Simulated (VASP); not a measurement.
# AgRh (P-6m2) in VASP: single point with PBE

Aim: the single point of AgRh with PBE.

All numbers are computed with VASP 6.6.1; they aren't measurements. Logs are shortened: lines on timing, memory, paths and dates and some standing lists are left out, and cuts for length are marked.

**1. The cell of the first run**

The structure is hexagonal, space group P-6m2 (No. 187). Conventional cell: a = 2.778 Å, b = 2.778 Å, c = 4.809 Å, α = 90.00°, β = 90.00°, γ = 120.00°. Ag (site symmetry -6m2) has 6 Ag at 2.78 Å and 6 Rh at 2.89 Å within 3.7 Å. Rh (site symmetry -6m2) has 6 Rh at 2.78 Å and 6 Ag at 2.89 Å within 3.7 Å.

**2. Single point, PBE**

POSCAR reads:

```
AgRh
1.0
    2.7775900000      0.0000000000      0.0000000000
   -1.3887950000      2.4054635013      0.0000000000
    0.0000000000      0.0000000000      4.8086000000
Ag Rh
1 1
Direct
    0.0000000000      0.0000000000      0.5000000000
    0.6666666667      0.3333333333      0.0000000000
```

INCAR.step1 reads:

```
ALGO     = Normal         # electronic algorithm
EDIFF    = 1E-6           # SCF threshold, eV
ENCUT    = 400            # plane-wave cutoff, eV
GGA      = PE             # functional
GGA_COMPAT= False        
ISIF     = 2              # what is computed and relaxed
ISMEAR   = -1             # smearing method
LASPH    = True           # aspherical terms in the spheres
LCHARG   = True           # write CHGCAR
LMAXMIX  = 4              # l up to which the mixer works
LORBIT   = 11             # projections on sites
LREAL    = False          # projectors in reciprocal space
LWAVE    = False          # write WAVECAR
NBANDS   = 20             # bands
NEDOS    = 2001           # points of the DOS
NELM     = 120            # most SCF steps
PREC     = Accurate       # precision mode
SIGMA    = 0.15           # smearing width, eV
```

KPOINTS.step1 reads:

```
k-points
0
Gamma
  9 9 5
```

INCAR.step2 reads:

```
ALGO     = Normal         # electronic algorithm
EDIFF    = 1E-6           # SCF threshold, eV
ENCUT    = 400            # plane-wave cutoff, eV
GGA      = PE             # functional
GGA_COMPAT= False        
ICHARG   = 11             # starting density
ISIF     = 2              # what is computed and relaxed
ISMEAR   = -5             # smearing method
LASPH    = True           # aspherical terms in the spheres
LCHARG   = False          # write CHGCAR
LMAXMIX  = 4              # l up to which the mixer works
LORBIT   = 10             # projections on sites
LREAL    = False          # projectors in reciprocal space
LWAVE    = False          # write WAVECAR
NEDOS    = 1001           # points of the DOS
NELM     = 120            # most SCF steps
PREC     = Accurate       # precision mode
SIGMA    = 0.15           # smearing width, eV
```

KPOINTS.step2 reads:

```
k-points
0
Gamma
  14 14 8
```

Potentials or basis: VASP PAW PBE potentials, release 64 (Ag, Rh_pv).

Started as:

```bash
$ cat potpaw_PBE.64/Ag/POTCAR potpaw_PBE.64/Rh_pv/POTCAR > POTCAR
$ cp INCAR.step1 INCAR
$ cp KPOINTS.step1 KPOINTS
$ mpirun -np 1 vasp_std > vasp.out
$ cp INCAR.step2 INCAR
$ cp KPOINTS.step2 KPOINTS
$ mpirun -np 1 vasp_std > vasp.out
```

OUTCAR:

```text
EDIFF = 1E-6
   ENCUT = 400
   GGA = PE
   ICHARG = 11
   ISIF = 2
   ISMEAR = -5
   LASPH = True
   LORBIT = 10
   LREAL = False
   NELM = 120
   PREC = Accurate

 ion  position               nearest neighbor table
   1  0.000  0.000  0.500-   2 2.89   2 2.89   2 2.89   2 2.89   2 2.89   2 2.89
   2  0.667  0.333  0.000-   1 2.89   1 2.89   1 2.89   1 2.89   1 2.89   1 2.89

  LATTYP: Found a hexagonal cell.
 ALAT       =     2.7775900000
 C/A-ratio  =     1.7312130300

  Lattice vectors:

 A1 = (   2.7775900000,   0.0000000000,   0.0000000000)
 A2 = (  -1.3887950000,   2.4054635013,   0.0000000000)
 A3 = (   0.0000000000,   0.0000000000,   4.8086000000)

Analysis of symmetry for initial positions (statically):
=====================================================================
 Subroutine PRICEL returns:
 Original cell was already a primitive cell.

 Routine SETGRP: Setting up the symmetry group for a
 hexagonal supercell.

 Subroutine GETGRP returns: Found 12 space group operations
 (whereof 12 operations were pure point group operations)
 out of a pool of 24 trial point group operations.

The static configuration has the point symmetry D_3h.

Analysis of symmetry for dynamics (positions and initial velocities):
=====================================================================
 Subroutine PRICEL returns:
 Original cell was already a primitive cell.

 Routine SETGRP: Setting up the symmetry group for a
 hexagonal supercell.

 Subroutine GETGRP returns: Found 12 space group operations
 (whereof 12 operations were pure point group operations)
 out of a pool of 24 trial point group operations.

The dynamic configuration has the point symmetry D_3h.

 Subroutine INISYM returns: Found 12 space group operations
 (whereof 12 operations are pure point group operations),
 and found     1 'primitive' translations

----------------------------------------------------------------------------------------

                                     Primitive cell

  volume of cell :      32.1281

  direct lattice vectors                    reciprocal lattice vectors
     2.777590000  0.000000000  0.000000000     0.360024338  0.207860148  0.000000000
    -1.388795000  2.405463501  0.000000000     0.000000000  0.415720297  0.000000000
     0.000000000  0.000000000  4.808600000     0.000000000  0.000000000  0.207960737

  length of vectors
     2.777590000  2.777590000  4.808600000     0.415720297  0.415720297  0.207960737

  position of ions in fractional coordinates (direct lattice)
     0.000000000  0.000000000  0.500000000
     0.666666667  0.333333333  0.000000000

  ion indices of the primitive-cell ions
   primitive index   ion index
                 1           1
                 2           2

----------------------------------------------------------------------------------------

 KPOINTS: k-points

Automatic generation of k-mesh.
 Grid dimensions read from file:
 generate k-points for:   14   14    8

 Generating k-lattice:

  Cartesian coordinates                     Fractional coordinates (reciprocal lattice)
     0.025716024  0.014847153  0.000000000     0.071428571  0.000000000  0.000000000
     0.000000000  0.029694307  0.000000000     0.000000000  0.071428571  0.000000000
     0.000000000  0.000000000  0.025995092     0.000000000  0.000000000  0.125000000

  Length of vectors
     0.029694307  0.029694307  0.025995092

  Shift w.r.t. Gamma in fractional coordinates (k-lattice)
     0.000000000  0.000000000  0.000000000

 TETIRR: Found   1624 inequivalent tetrahedra from     9408

 Subroutine IBZKPT returns following result:
 ===========================================

 Found    120 irreducible k-points:

 Following reciprocal coordinates:
            Coordinates               Weight
  0.000000  0.000000  0.000000      1.000000
  0.071429  0.000000  0.000000      6.000000
  0.142857  0.000000  0.000000      6.000000
  0.214286  0.000000  0.000000      6.000000
  0.285714  0.000000  0.000000      6.000000
  0.357143  0.000000  0.000000      6.000000
[... 16 lines left out ...]
  0.285714  0.285714  0.000000      6.000000
  0.357143  0.285714  0.000000      6.000000
 [... further k-points ...]
   k-points           NKPTS =    120   k-points in BZ     NKDIM =    120   number of bands    NBANDS=     17
   number of dos      NEDOS =   1001   number of ions     NIONS =      2
   total plane-waves  NPLWV =  10368
   dimension x,y,z NGX =    18 NGY =   18 NGZ =   32
   dimension x,y,z NGXF=    36 NGYF=   36 NGZF=   64
   ions per type =               1   1
   NGX,Y,Z   is equivalent  to a cutoff of  10.77, 10.77, 11.06 a.u.
   NGXF,Y,Z  is equivalent  to a cutoff of  21.55, 21.55, 22.13 a.u.
 SYSTEM =  unknown system
   PREC   = accura    normal or accurate (medium, high low for compatibility)
   ISTART =      0    job   : 0-new  1-cont  2-samecut
   ICHARG =     11    charge: 1-file 2-atom 10-const
   ISPIN  =      1    spin polarized calculation?
   LNONCOLLINEAR =      F non collinear calculations
   LSORBIT =      F    spin-orbit coupling
   LASPH  =      T    aspherical Exc in radial PAW
   ENCUT  =  400.0 eV  29.40 Ry    5.42 a.u.   4.53  4.53  7.84*2*pi/ulx,y,z
   NELM   =    120;   NELMIN=  2; NELMDL=  0     # of ELM steps
   EDIFF  = 0.1E-05   stopping-criterion for ELM
   LREAL  =      F    real-space projection
   EDIFFG = 0.1E-04   stopping-criterion for IOM
   NSW    =      0    number of steps for IOM
   IBRION =     -1    ionic relax: 0-MD 1-quasi-New 2-CG
   NFREE  =      0    steps in history (QN), initial steepest desc. (CG)
   ISIF   =      2    stress and relaxation
   ISYM   =      2    0-nonsym 1-usesym 2-fastsym
   POTIM  = 0.5000    time-step for ionic-motion
   TEBEG  =    0.0;   TEEND  =   0.0 temperature during run
   PSTRESS=    0.0 pullay stress
   NELECT =      26.0000    total number of electrons
   NUPDOWN=      -1.0000    fix difference up-down
   EMIN   =  10.00;   EMAX   =-10.00  energy-range for DOS
   EFERMI =   0.00;   METHOD = LEGACY
   ISMEAR =    -5;   SIGMA  =   0.15  broadening in eV -4-tet -1-fermi 0-gaus
   EFERMI_NEDOS =   21; number of points for ismear=-14 and -15
   IALGO  =     38    algorithm
   IMIX   =      4    mixing-type and parameters
     AMIX     =   0.40;   BMIX     =  1.00
     AMIX_MAG =   1.60;   BMIX_MAG =  1.00
  volume/ion in A,a.u.               =      16.06       108.41
  Fermi-wavevector in a.u.,A,eV,Ry     =   1.525589  2.882944 31.666478  2.327420
  Thomas-Fermi vector in A             =   2.633738
   LORBIT       =     10    0 simple, 1 ext, 2 COOP (PROOUT), +10 PAW based schemes
   GGA     = PE    functional components
   LHFCALC =     F    Hartree Fock is set to
   AEXX    =    0.0000 exact exchange contribution
   IVDW    =     0    specifies the selected vdW correction
   LEPSILON=     F    determine dielectric tensor
   LRPA    =     F    only Hartree local field effects (RPA)
 non-spin polarized calculation
 Fermi weights with tetrahedron method with Bloechl corrections
  energy-cutoff  :      400.00
  volume of cell :       32.13
 maximum number of plane-waves:       606

 number of electron      25.9999984 magnetization

 Free energy of the ion-electron system (eV)
  ---------------------------------------------------
  ext. energy  EPLUGINS =         0.00000000
  ---------------------------------------------------
  free energy    TOTEN  =        -9.43900358 eV

  energy without entropy =       -9.43900358  energy(sigma->0) =       -9.43900358

 E-fermi :   8.8509     XC(G=0): -12.7907

 val. band max:        8.9651634911   @ k =   0.0000   0.0000   0.0000
 cond. band min:       8.8266456319   @ k =   0.2857   0.0000   0.0000
 fundamental gap:     -0.1385178592
 Fermi energy:         8.8508601827

 k-point     1 :       0.0000    0.0000    0.0000
  band No.  band energies     occupation
      1     -36.8336      2.00000
      2     -36.8336      2.00000
      3     -36.7819      2.00000
      4       1.6765      2.00000
      5       3.1059      2.00000
      6       4.5649      2.00000
[... 9 lines left out ...]
     16      14.1691      0.00000
     17      25.4884      0.00000

 k-point     2 :       0.0714    0.0000    0.0000
  band No.  band energies     occupation
      1     -36.8532      2.00000
      2     -36.8380      2.00000
      3     -36.7788      2.00000
      4       1.8384      2.00000
      5       3.2023      2.00000
      6       4.5005      2.00000
[... 9 lines left out ...]
     16      14.1803      0.00000
     17      25.4853      0.00000

 k-point     3 :       0.1429    0.0000    0.0000
  band No.  band energies     occupation
      1     -36.9099      2.00000
      2     -36.8516      2.00000
      3     -36.7716      2.00000
      4       2.2960      2.00000
      5       3.4439      2.00000
      6       4.3700      2.00000
[... 9 lines left out ...]
     16      14.2261      0.00000
     17      24.4508      0.00000

 k-point     4 :       0.2143    0.0000    0.0000
  band No.  band energies     occupation
      1     -36.9902      2.00000
      2     -36.8713      2.00000
      3     -36.7609      2.00000
      4       2.9085      2.00000
      5       3.6613      2.00000
      6       4.4161      2.00000
[... 9 lines left out ...]
     16      14.3460      0.00000
     17      22.0352      0.00000
[... 343 lines left out ...]
      1     -37.1763      2.00000
      2     -37.0244      2.00000
      3     -36.7239      2.00000
      4       3.6492      2.00000
      5       3.7625      2.00000
      6       4.5533      2.00000
[... 9 lines left out ...]
     16      17.3352      0.00000
     17      18.3812      0.00000

 k-point    23 :       0.2857    0.2857    0.0000
  band No.  band energies     occupation
      1     -37.1542      2.00000
      2     -37.0526      2.00000
      3     -36.7232      2.00000
      4       3.8272      2.00000
      5       3.9678      2.00000
      6       4.5414      2.00000
[... 9 lines left out ...]
     16      15.8097      0.00000
     17      18.4814      0.00000

 k-point    24 :       0.3571    0.2857    0.0000
  band No.  band energies     occupation
      1     -37.1409      2.00000
      2     -37.0811      2.00000
      3     -36.7217      2.00000
      4       3.8358      2.00000
      5       4.0637      2.00000
      6       4.4917      2.00000
[... 9 lines left out ...]
     16      15.4326      0.00000
     17      19.7649      0.00000

 [... further k-points ...]

------------------------ aborting loop because EDIFF is reached ----------------------------------------

  FORCE on cell =-STRESS in cart. coord.  units (eV):
  Direction    XX          YY          ZZ          XY          YZ          ZX
  --------------------------------------------------------------------------------------
  -------------------------------------------------------------------------------------
  Total       -0.5045843     -0.5045843     -0.6192449      0.0000000      0.0000000      0.0000000
  in kB      -25.1627856    -25.1627856    -30.8807212      0.0000000      0.0000000      0.0000000
  external PRESSURE =     -27.0687641 kB  Pullay stress =       0.0000000 kB

 VOLUME and BASIS-vectors are now :
 -----------------------------------------------------------------------------
  energy-cutoff  :      400.00
  volume of cell :       32.13
      direct lattice vectors                 reciprocal lattice vectors
     2.777590000  0.000000000  0.000000000     0.360024338  0.207860148  0.000000000
    -1.388795000  2.405463501  0.000000000     0.000000000  0.415720297  0.000000000
     0.000000000  0.000000000  4.808600000     0.000000000  0.000000000  0.207960737

 POSITION                                       TOTAL-FORCE (eV/Angst)
 -----------------------------------------------------------------------------------
      0.00000      0.00000      2.40430         0.000000      0.000000      0.000000
      1.38880      0.80182      0.00000        -0.000000     -0.000000      0.000000
 -----------------------------------------------------------------------------------
    total drift:                               -0.002987      0.001725      0.000000

  FREE ENERGIE OF THE ION-ELECTRON SYSTEM (eV)
  ---------------------------------------------------
  free  energy   TOTEN  =        -9.4390035822 eV

  energy  without entropy=       -9.4390035822  energy(sigma->0) =       -9.43900358

 total charge

# of ion       s       p       d       tot
------------------------------------------
    1        0.425   0.347   9.159   9.930
    2        0.349   6.186   7.084  13.619
--------------------------------------------------
tot          0.774   6.532  16.243  23.549
```

It took 25 s on 1 thread of Intel Xeon Platinum 8488C (Sapphire Rapids), shared host; peak memory 0.15 GiB.

What came out:

| Property | Result |
| --- | --- |
| Valence electrons inside the program's atomic spheres | Ag 9.93; Rh 13.62 |

Levels at points of the mesh, in eV from the Fermi level:
| k point | band 9 | band 10 | band 11 | band 12 | band 13 | band 14 | band 15 | band 16 | band 17 |
| --- | --- | --- | --- | --- | --- | --- | --- | --- | --- |
| (0.00, 0.00, 0.00) | -3.11 | -3.11 | -1.82 | -1.82 | 0.11 | 0.11 | 0.17 | 5.32 | 16.64 |
| (0.50, 0.00, 0.00) | -2.67 | -2.23 | -1.60 | -0.11 | 1.07 | 1.83 | 3.99 | 8.40 | 8.66 |
| (0.00, 0.00, 0.50) | -3.19 | -3.19 | -2.47 | -1.64 | -1.64 | 0.08 | 0.08 | 11.53 | 12.50 |
| (0.50, 0.00, 0.50) | -2.23 | -1.76 | -0.59 | -0.18 | 1.07 | 1.72 | 2.46 | 6.47 | 7.88 |

Caveat: tetrahedron occupations give inexact forces and stress in metals.
